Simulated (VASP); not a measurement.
# VN2 (I4/mcm) in VASP: notebook

Runs on VN2. Level: PBEsol. Tasks: relaxation of shape and atoms at fixed volume, relaxation of cell and atoms.

Everything below comes from runs of VASP 6.6.1. Logs are shortened: lines on timing, memory, paths and dates and some standing lists are left out, and cuts for length are marked.

## Step 1: The cell of the first run

It takes space group I4/mcm (No. 140, tetragonal). Conventional cell: a = 4.218 Å, b = 4.218 Å, c = 4.861 Å, α = 90.00°, β = 90.00°, γ = 90.00°. Within 3.0 Å of V (site symmetry 422) lie 16 N at 2.09 to 2.90 Å and 6 V at 2.43 to 2.98 Å. N (site symmetry m2m) has 1 N at 1.36 Å within 1.8 Å.

## Step 2: Relaxation of shape and atoms at fixed volume, PBEsol (7.21 Å³/atom)

File INCAR:

```
SYSTEM = VN2
PREC     = Accurate       ! precision mode
ENCUT    = 600            ! plane-wave cutoff, eV
EDIFF    = 1E-6           ! SCF threshold, eV
ISMEAR   = 0              ! smearing method
SIGMA    = 0.1            ! smearing width, eV
LREAL    = .False.        ! projectors in reciprocal space
LASPH    = .True.         ! aspherical terms in the spheres
NELM     = 100            ! most SCF steps
ALGO     = Normal         ! electronic algorithm
ISIF     = 4              ! what is computed and relaxed
LWAVE    = .False.        ! write WAVECAR
LCHARG   = .False.        ! write CHGCAR
GGA      = PS             ! functional
IBRION   = 2              ! ionic algorithm
NSW      = 50             ! ionic steps
EDIFFG   = -0.01          ! ionic threshold
```

File KPOINTS:

```
regular mesh
0
Gamma
  12 12 12
  0 0 0
```

File POSCAR:

```
VN2
1.0
   -2.1088027231      2.1088027231      2.4304789439
    2.1088027231     -2.1088027231      2.4304789439
    2.1088027231      2.1088027231     -2.4304789439
V N
2 4
Direct
    0.2500000000      0.2500000000      0.0000000000
    0.7500000000      0.7500000000      0.0000000000
    0.1142608421      0.6142608421      0.7285216842
    0.6142608421      0.8857391579      0.5000000000
    0.8857391579      0.3857391579      0.2714783158
    0.3857391579      0.1142608421      0.5000000000
```

Potentials or basis: VASP PAW PBE potentials, release 64 (V_sv, N).

The run is started by

```console
cat potpaw_PBE.64/V_sv/POTCAR potpaw_PBE.64/N/POTCAR > POTCAR
mpirun -np 1 vasp_std > vasp.out
```

OUTCAR:

```text
SYSTEM = VN2
   PREC = Accurate
   ENCUT = 600
   EDIFF = 1E-6
   ISMEAR = 0
   LREAL = .False.
   LASPH = .True.
   NELM = 100
   ISIF = 4
   GGA = PS
   IBRION = 2
   NSW = 50
   EDIFFG = -0.01

 ion  position               nearest neighbor table
   1  0.250  0.250  0.000-   5 2.09   3 2.09   6 2.09   6 2.09   4 2.09   4 2.09   3 2.09   5 2.09
                             2 2.43   2 2.43
   2  0.750  0.750  0.000-   5 2.09   3 2.09   4 2.09   4 2.09   6 2.09   6 2.09   5 2.09   3 2.09
                             1 2.43   1 2.43
   3  0.114  0.614  0.729-   5 1.36   1 2.09   2 2.09   2 2.09   1 2.09
   4  0.614  0.886  0.500-   6 1.36   2 2.09   1 2.09   2 2.09   1 2.09
   5  0.886  0.386  0.271-   3 1.36   2 2.09   1 2.09   2 2.09   1 2.09
   6  0.386  0.114  0.500-   4 1.36   1 2.09   2 2.09   1 2.09   2 2.09

  LATTYP: Found a body centered tetragonal cell.
 ALAT       =     4.2176054462
 C/A-ratio  =     1.1525397408

  Lattice vectors:

 A1 = (  -2.1088027231,   2.1088027231,   2.4304789439)
 A2 = (   2.1088027231,  -2.1088027231,   2.4304789439)
 A3 = (   2.1088027231,   2.1088027231,  -2.4304789439)

Analysis of symmetry for initial positions (statically):
=====================================================================
 Subroutine PRICEL returns:
 Original cell was already a primitive cell.

 Routine SETGRP: Setting up the symmetry group for a
 body centered tetragonal supercell.

 Subroutine GETGRP returns: Found 16 space group operations
 (whereof  8 operations were pure point group operations)
 out of a pool of 16 trial point group operations.

The static configuration has the point symmetry C_4h.
 The point group associated with its full space group is D_4h.

Analysis of symmetry for dynamics (positions and initial velocities):
=====================================================================
 Subroutine PRICEL returns:
 Original cell was already a primitive cell.

 Routine SETGRP: Setting up the symmetry group for a
 body centered tetragonal supercell.

 Subroutine GETGRP returns: Found 16 space group operations
 (whereof  8 operations were pure point group operations)
 out of a pool of 16 trial point group operations.

The dynamic configuration has the point symmetry C_4h.
 The point group associated with its full space group is D_4h.

 Subroutine INISYM returns: Found 16 space group operations
 (whereof  8 operations are pure point group operations),
 and found     1 'primitive' translations

----------------------------------------------------------------------------------------

                                     Primitive cell

  volume of cell :      43.2338

  direct lattice vectors                    reciprocal lattice vectors
    -2.108802723  2.108802723  2.430478944     0.000000000  0.237101363  0.205720770
     2.108802723 -2.108802723  2.430478944     0.237101363  0.000000000  0.205720770
     2.108802723  2.108802723 -2.430478944     0.237101363  0.237101363  0.000000000

  length of vectors
     3.847249114  3.847249114  3.847249114     0.313907776  0.313907776  0.335311963

  position of ions in fractional coordinates (direct lattice)
     0.250000000  0.250000000  0.000000000
     0.750000000  0.750000000  0.000000000
     0.114260842  0.614260842  0.728521684
     0.614260842  0.885739158  0.500000000
     0.885739158  0.385739158  0.271478316
     0.385739158  0.114260842  0.500000000

  ion indices of the primitive-cell ions
   primitive index   ion index
                 1           1
                 2           2
                 3           3
                 4           4
                 5           5
                 6           6

----------------------------------------------------------------------------------------

 KPOINTS: regular mesh

Automatic generation of k-mesh.
 Grid dimensions read from file:
 generate k-points for:   12   12   12

 Generating k-lattice:

  Cartesian coordinates                     Fractional coordinates (reciprocal lattice)
     0.000000000  0.019758447  0.017143398     0.083333333  0.000000000 -0.000000000
     0.019758447  0.000000000  0.017143398     0.000000000  0.083333333 -0.000000000
     0.019758447  0.019758447  0.000000000     0.000000000  0.000000000  0.083333333

  Length of vectors
     0.026158981  0.026158981  0.027942664

  Shift w.r.t. Gamma in fractional coordinates (k-lattice)
     0.000000000  0.000000000  0.000000000

 Subroutine IBZKPT returns following result:
 ===========================================

 Found    163 irreducible k-points:

 Following reciprocal coordinates:
            Coordinates               Weight
  0.000000  0.000000  0.000000      1.000000
  0.083333 -0.000000  0.000000      8.000000
  0.166667  0.000000 -0.000000      8.000000
  0.250000 -0.000000  0.000000      8.000000
  0.333333  0.000000 -0.000000      8.000000
  0.416667 -0.000000  0.000000      8.000000
[... 16 lines left out ...]
  0.500000  0.166667 -0.000000     16.000000
 -0.416667  0.166667 -0.000000     16.000000
 [... further k-points ...]
   k-points           NKPTS =    163   k-points in BZ     NKDIM =    163   number of bands    NBANDS=     27
   number of dos      NEDOS =    301   number of ions     NIONS =      6
   total plane-waves  NPLWV =  32768
   dimension x,y,z NGX =    32 NGY =   32 NGZ =   32
   dimension x,y,z NGXF=    64 NGYF=   64 NGZF=   64
   ions per type =               2   4
   NGX,Y,Z   is equivalent  to a cutoff of  13.83, 13.83, 13.83 a.u.
   NGXF,Y,Z  is equivalent  to a cutoff of  27.66, 27.66, 27.66 a.u.
 SYSTEM =  VN2
   PREC   = accura    normal or accurate (medium, high low for compatibility)
   ISTART =      0    job   : 0-new  1-cont  2-samecut
   ICHARG =      2    charge: 1-file 2-atom 10-const
   ISPIN  =      1    spin polarized calculation?
   LNONCOLLINEAR =      F non collinear calculations
   LSORBIT =      F    spin-orbit coupling
   LASPH  =      T    aspherical Exc in radial PAW
   ENCUT  =  600.0 eV  44.10 Ry    6.64 a.u.   7.68  7.68  7.68*2*pi/ulx,y,z
   NELM   =    100;   NELMIN=  2; NELMDL= -5     # of ELM steps
   EDIFF  = 0.1E-05   stopping-criterion for ELM
   LREAL  =      F    real-space projection
   EDIFFG = -.1E-01   stopping-criterion for IOM
   NSW    =     50    number of steps for IOM
   IBRION =      2    ionic relax: 0-MD 1-quasi-New 2-CG
   NFREE  =      1    steps in history (QN), initial steepest desc. (CG)
   ISIF   =      4    stress and relaxation
   ISYM   =      2    0-nonsym 1-usesym 2-fastsym
   POTIM  = 0.5000    time-step for ionic-motion
   TEBEG  =    0.0;   TEEND  =   0.0 temperature during run
   PSTRESS=    0.0 pullay stress
   NELECT =      46.0000    total number of electrons
   NUPDOWN=      -1.0000    fix difference up-down
   EMIN   =  10.00;   EMAX   =-10.00  energy-range for DOS
   EFERMI =   0.00;   METHOD = LEGACY
   ISMEAR =     0;   SIGMA  =   0.10  broadening in eV -4-tet -1-fermi 0-gaus
   EFERMI_NEDOS =   21; number of points for ismear=-14 and -15
   IALGO  =     38    algorithm
   IMIX   =      4    mixing-type and parameters
     AMIX     =   0.40;   BMIX     =  1.00
     AMIX_MAG =   1.60;   BMIX_MAG =  1.00
  volume/ion in A,a.u.               =       7.21        48.63
  Fermi-wavevector in a.u.,A,eV,Ry     =   1.671294  3.158288 38.004115  2.793224
  Thomas-Fermi vector in A             =   2.756642
   LORBIT       =      0    0 simple, 1 ext, 2 COOP (PROOUT), +10 PAW based schemes
   GGA     = PS    functional components
   LHFCALC =     F    Hartree Fock is set to
   AEXX    =    0.0000 exact exchange contribution
   IVDW    =     0    specifies the selected vdW correction
   LEPSILON=     F    determine dielectric tensor
   LRPA    =     F    only Hartree local field effects (RPA)
 conjugate gradient relaxation of ions
 non-spin polarized calculation
 Gauss-broadening in eV      SIGMA  =   0.10
  energy-cutoff  :      600.00
  volume of cell :       43.23
 maximum number of plane-waves:      1466
   NGX = 15   NGY = 15   NGZ = 15

--------------------------------------- Ionic step        1  -------------------------------------------

 number of electron      46.0000003 magnetization

 Free energy of the ion-electron system (eV)
  ---------------------------------------------------
  ext. energy  EPLUGINS =         0.00000000
  ---------------------------------------------------
  free energy    TOTEN  =       -56.93999019 eV

  energy without entropy =      -56.92861238  energy(sigma->0) =      -56.93430128

------------------------ aborting loop because EDIFF is reached ----------------------------------------

  FORCE on cell =-STRESS in cart. coord.  units (eV):
  Direction    XX          YY          ZZ          XY          YZ          ZX
  --------------------------------------------------------------------------------------
  -------------------------------------------------------------------------------------
  Total        3.5205718      3.5205718      2.9538402      0.0000000      0.0000000      0.0000000
  in kB      130.4668052    130.4668052    109.4646315      0.0000000      0.0000000      0.0000000
  external PRESSURE =     123.4660807 kB  Pullay stress =       0.0000000 kB
[... 145 lines left out ...]
  energy  without entropy=      -56.9327924643  energy(sigma->0) =      -56.93850531

--------------------------------------- Ionic step        5  -------------------------------------------

 number of electron      46.0000003 magnetization

 Free energy of the ion-electron system (eV)
  ---------------------------------------------------
  ext. energy  EPLUGINS =         0.00000000
  ---------------------------------------------------
  free energy    TOTEN  =       -56.94428740 eV

  energy without entropy =      -56.93293542  energy(sigma->0) =      -56.93861141

 E-fermi :  12.4185     XC(G=0): -14.2614

 val. band max:       12.4130738711   @ k =   0.3333   0.2500  -0.0000
 cond. band min:      12.4202256903   @ k =  -0.3333   0.3333   0.0000
 fundamental gap:      0.0071518192
 Fermi energy:        12.4185223554

 k-point     1 :       0.0000    0.0000    0.0000
  band No.  band energies     occupation
      1     -52.9787      2.00000
      2     -52.7574      2.00000
      3     -27.3078      2.00000
      4     -26.9449      2.00000
      5     -26.9449      2.00000
      6     -26.9398      2.00000
[... 709 lines left out ...]
     26      13.5082      0.00000
     27      14.0978      0.00000

 [... further k-points ...]

------------------------ aborting loop because EDIFF is reached ----------------------------------------

  FORCE on cell =-STRESS in cart. coord.  units (eV):
  Direction    XX          YY          ZZ          XY          YZ          ZX
  --------------------------------------------------------------------------------------
  -------------------------------------------------------------------------------------
  Total        3.1696416      3.1696416      3.1489135      0.0000000      0.0000000      0.0000000
  in kB      117.4618885    117.4618885    116.6937363      0.0000000      0.0000000      0.0000000
  external PRESSURE =     117.2058378 kB  Pullay stress =       0.0000000 kB
[... 21 lines left out ...]
  FREE ENERGIE OF THE ION-ELECTRON SYSTEM (eV)
  ---------------------------------------------------
  free  energy   TOTEN  =       -56.9442873974 eV

  energy  without entropy=      -56.9329354207  energy(sigma->0) =      -56.93861141

 reached required accuracy - stopping structural energy minimisation
```

Run time: 5.2 min. Hardware: 1 thread of AMD EPYC 9R45 (Zen 5), shared host; peak memory 0.3 GiB.

What came out:

```
Free energy                  : -56.9443 eV
Energy gained by relaxing    : 0.7 meV/atom
Ionic steps                  : 5
Pressure after relaxing      : 11.7 GPa
Largest force after relaxing : 0.005 eV/Å
Band gap on the k mesh       : zero (bands 23 and 24 overlap by 0.43 eV)
```

Forces in eV/Å, atoms in the order of the input:
```
V    0.000  0.000  0.000
V    0.000  0.000  0.000
N    0.003  0.003  0.000
N   -0.003  0.003  0.000
N   -0.003 -0.003  0.000
N    0.003 -0.003  0.000
```

Stress tensor (GPa, compression positive):
```
11.75  0.00  0.00
 0.00 11.75  0.00
 0.00  0.00 11.67
```

Step by step:
```csv
step,energy change (eV),largest force (eV/Å),pressure (GPa),volume (Å³)
1,0.0000,0.3342,12.35,43.23
2,0.0077,0.5479,10.65,43.23
3,-0.0042,0.0090,11.71,43.23
4,-0.0042,0.0023,11.79,43.23
5,-0.0043,0.0046,11.72,43.23
```

Final structure:
```
CELL_PARAMETERS angstrom
-2.11074 2.11074 2.42602
2.11074 -2.11074 2.42602
2.11074 2.11074 -2.42602
ATOMIC_POSITIONS crystal
V 0.25000 0.25000 0.00000
V 0.75000 0.75000 0.00000
N 0.11520 0.61520 0.73039
N 0.61520 0.88480 0.50000
N 0.88480 0.38480 0.26961
N 0.38480 0.11520 0.50000
```

Caveat: the PAW data sets were made with another functional, which shifts forces and pressure a little; the run has no spin polarisation, though such a crystal can be magnetic. With open d or f shells a metallic result of PBEsol can be an artefact of self-interaction; +U or a hybrid may open a gap.

## Step 3: Relaxation of cell and atoms, PBEsol

This run uses another cell than the first one, of 7.43 Å³/atom.

File INCAR:

```
SYSTEM = VN2
PREC = Accurate
ENCUT = 600
EDIFF = 1E-6
ISMEAR = 0
SIGMA = 0.1
LREAL = .False.
LASPH = .True.
NELM = 80
ALGO = Normal
ISIF = 3
LWAVE = .False.
LCHARG = .False.
GGA = PS
IBRION = 2
NSW = 100
EDIFFG = -0.005
```

KPOINTS is that of step 2.

File POSCAR:

```
VN2
1.0
   -2.1277737171      2.1277737171      2.4631892457
    2.1277737171     -2.1277737171      2.4631892457
    2.1277737171      2.1277737171     -2.4631892457
V N
2 4
Direct
    0.2500000000      0.2500000000      0.0000000000
    0.7500000000      0.7500000000      0.0000000000
    0.1142592876      0.6142592876      0.7285185752
    0.6142592876      0.8857407124      0.5000000000
    0.8857407124      0.3857407124      0.2714814248
    0.3857407124      0.1142592876      0.5000000000
```

Potentials or basis: VASP PAW PBE potentials, release 64 (V_sv, N).

The run is started by

```console
cat potpaw_PBE.64/V_sv/POTCAR potpaw_PBE.64/N/POTCAR > POTCAR
mpirun -np 1 vasp_std > vasp.out
```

Wall time 7.6 min (1 thread of AMD EPYC 9R45 (Zen 5), shared host); peak memory 0.3 GiB.

The run converged. Its results:

```
Free energy                           : -56.9980 eV
Relaxed volume                        : 7.44 Å³/atom
Relaxed cell                          : a = 3.888 Å, b = 3.888 Å, c = 3.888 Å, α = 113.51°, β = 113.51°, γ = 101.66°
Space group after relaxing (to 0.1 Å) : I4/mcm (No. 140)
Energy gained by relaxing             : 0.2 meV/atom
Ionic steps                           : 8
Pressure after relaxing               : 0.0 GPa
Band gap on the k mesh                : zero (bands 23 and 24 overlap by 0.42 eV)
```

Stress tensor (GPa, compression positive):
```
 0.07  0.00  0.00
 0.00  0.07  0.00
 0.00  0.00 -0.01
```

Step by step:
```csv
step,energy change (eV),largest force (eV/Å),pressure (GPa),volume (Å³)
1,0.0000,0.1004,0.34,44.61
2,0.0001,0.1827,-1.09,44.71
3,-0.0012,0.0416,-0.31,44.66
4,-0.0014,0.0089,0.23,44.59
5,-0.0015,0.0051,0.08,44.61
6,-0.0015,0.0070,0.04,44.61
7,-0.0015,0.0061,0.01,44.62
8,-0.0015,0.0010,0.05,44.62
```

Final structure:
```xyz
6
Lattice="-2.1313 2.1313 2.4557 2.1313 -2.1313 2.4557 2.1313 2.1313 -2.4557" Properties=species:S:1:pos:R:3 pbc="T T T"
V     0.0000    0.0000    1.2278
V     0.0000    0.0000    3.6835
N     2.6194    0.4881    0.0000
N     1.6432    0.4881    2.4557
N    -0.4881    1.6432    2.4557
N     0.4881    1.6432    0.0000
```

Levels at points of the mesh, in eV from the Fermi level:
```tsv
k point	band 20	band 21	band 22	band 23	band 24	band 25	band 26	band 27
(0.00, 0.00, 0.00)	-3.09	-2.80	-2.72	-2.72	0.79	0.95	0.95	1.43
(0.50, 0.00, 0.00)	-3.53	-3.31	-3.31	0.17	0.17	0.77	0.77	1.11
(0.50, 0.50, 0.00)	-4.76	-2.92	-2.75	-1.43	0.01	0.84	1.16	1.98
(0.50, 0.50, 0.50)	-2.19	-2.19	-0.30	-0.21	-0.15	-0.05	0.02	1.99
```

Caveat: the PAW data sets were made with another functional, which shifts forces and pressure a little; the run has no spin polarisation, though such a crystal can be magnetic.
